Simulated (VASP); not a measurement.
Wanted: the native input for a VASP 6.6.1 run.

```yaml
Task: relaxation of cell and atoms
Functional: PBE
Potentials_or_basis: VASP PAW PBE potentials, release 64 (Ca_sv, B)
Cutoff: 600 eV
k_mesh: 6 × 6 × 6
Occupations: fermi-dirac, width 0.02 eV
Spin: no spin polarisation
Dipole_correction: no
Further_INCAR_settings: ALGO = Normal; EDIFF = 1e-07; IBRION = 2; EDIFFG = -0.005; NSW = 80; ISIF = 3
```

The structure of CaB6 lies in POSCAR:

```
CaB6
1.0
    4.1450000000      0.0000000000      0.0000000000
    0.0000000000      4.1450000000      0.0000000000
    0.0000000000      0.0000000000      4.1450000000
Ca B
1 6
Direct
    0.5000000000      0.5000000000      0.5000000000
    0.0000000000      0.0000000000      0.2930000000
    0.0000000000      0.0000000000      0.7070000000
    0.2930000000      0.0000000000      0.0000000000
    0.7070000000      0.0000000000      0.0000000000
    0.0000000000      0.2930000000      0.0000000000
    0.0000000000      0.7070000000      0.0000000000
```

These files were run (other wordings do the same):

INCAR

```
SYSTEM = CaB6
PREC = Accurate
ENCUT = 600
EDIFF = 1E-7
ISMEAR = -1
SIGMA = 0.02
LREAL = .False.
LASPH = .True.
NELM = 80
ALGO = Normal
ISIF = 3
LWAVE = .False.
LCHARG = .False.
GGA = PE
IBRION = 2
NSW = 80
EDIFFG = -0.005
```

KPOINTS

```
regular mesh
0
Gamma
  6 6 6
  0 0 0
```

Potentials or basis: VASP PAW PBE potentials, release 64 (Ca_sv, B).

The run is started by

```console
$ cat potpaw_PBE.64/Ca_sv/POTCAR potpaw_PBE.64/B/POTCAR > POTCAR
$ mpirun -np 1 vasp_std > vasp.out
```

It gave:

- Relaxed volume: 10.20 Å³/atom
- Relaxed cell: a = 4.148 Å, b = 4.148 Å, c = 4.148 Å, α = 90.00°, β = 90.00°, γ = 90.00°
- Space group after relaxing (to 0.1 Å): Pm-3m (No. 221)
- Energy gained by relaxing: 13.4 meV/atom
- Ionic steps: 9
- Pressure after relaxing: 0.0 GPa
- Band gap on the k mesh: 0.11 eV (least direct gap 0.15 eV)

It took 70 s on 1 thread of Intel(R) Xeon(R) 6975P-C (Granite Rapids), on a shared host, peak memory 0.22 GiB.
